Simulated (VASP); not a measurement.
Input of a VASP 6.6.1 run:

INCAR

```
  PREC = Accurate
  ENCUT = 520
  EDIFF = 1E-7
  ISMEAR = -1
  SIGMA = 0.05
  LREAL = F
  LASPH = T
  NELM = 80
  ALGO = Normal
  ISIF = 2
  LWAVE = F
  LCHARG = F
  GGA = PS
  NBANDS = 16
```

Contents of KPOINTS:

```
regular mesh
0
Gamma
  9 9 9
```

POSCAR

```
HgTe
1.0
    0.0644700000      3.2557350000      3.2557350000
    3.2557350000      0.0644700000      3.2557350000
    3.2557350000      3.2557350000      0.0644700000
Hg Te
1 1
Direct
    0.0000000000      0.0000000000      0.0000000000
    0.7500000000      0.7500000000      0.7500000000
```

Potentials or basis: VASP PAW PBE potentials, release 64 (Hg, Te).

Command:

```sh
$ cat potpaw_PBE.64/Hg/POTCAR potpaw_PBE.64/Te/POTCAR > POTCAR
$ mpirun -np 1 vasp_std > vasp.out
```

**Question.** What does it give for the largest force?

**Answer.** 0.186 eV/Å.

**Question.** Estimate the pressure.

**Answer.** 1.5 GPa.

Stress tensor (GPa, compression positive):
```
 1.54 -0.81 -0.81
-0.81  1.54 -0.81
-0.81 -0.81  1.54
```

Caveat: the cell differs from its parent crystal (equal xy, yz and zx shear strains of +2 %); the PAW data sets were made with another functional, which shifts forces and pressure a little.
